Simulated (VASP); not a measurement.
Sn3Br: single point with PBE

Sn3Br:

```xyz
4
Lattice="4.7086 0.0000 0.0000 0.0000 4.7086 0.0000 0.0000 0.0000 4.7086" Properties=species:S:1:pos:R:3 pbc="T T T"
Sn    0.0000    2.3543    2.3543
Sn    2.3543    0.0000    2.3543
Sn    2.3543    2.3543    0.0000
Br    0.0000    0.0000    0.0000
```

```
Program                : VASP 6.6.1
Task                   : single point
Functional             : PBE
Potentials or basis    : VASP PAW PBE potentials, release 64 (Sn_d, Br)
Cutoff                 : 520 eV
k mesh                 : 4 × 4 × 4
Occupations            : gaussian, width 0.1 eV
Spin                   : no spin polarisation
Dipole correction      : no
Further INCAR settings : ALGO = Normal; EDIFF = 1e-07; NBANDS = 32
```

```json
{
 "Pressure": "4.0 GPa"
}
```

Levels at points of the mesh, in eV from the Fermi level:
| k point | band 21 | band 22 | band 23 | band 24 | band 25 | band 26 | band 27 | band 28 | band 29 | band 30 |
| --- | --- | --- | --- | --- | --- | --- | --- | --- | --- | --- |
| (0.00, 0.00, 0.00) | -4.94 | -4.94 | -1.01 | -1.01 | -1.01 | 2.22 | 2.22 | 2.22 | 3.86 | 5.30 |
| (0.50, 0.00, 0.00) | -4.52 | -3.42 | -1.92 | -1.92 | -0.31 | 1.56 | 1.58 | 1.58 | 1.91 | 3.97 |
| (0.50, 0.50, 0.00) | -3.31 | -3.31 | -2.83 | -0.68 | -0.06 | -0.06 | 0.02 | 2.47 | 2.47 | 5.43 |
| (0.50, 0.50, 0.50) | -6.17 | -6.17 | -4.87 | 0.53 | 0.53 | 0.53 | 5.94 | 5.94 | 6.10 | 6.16 |

Run time: 30 s on 1 thread of AMD EPYC 7R43 64-Core Processor (Zen 3), with other jobs on the host, peak memory 0.17 GiB.

Caveat: spin-orbit coupling is left out, which moves the levels of the heavy elements; an odd number of electrons without spin polarisation forces a metal; a magnetic or distorted state may lie lower.
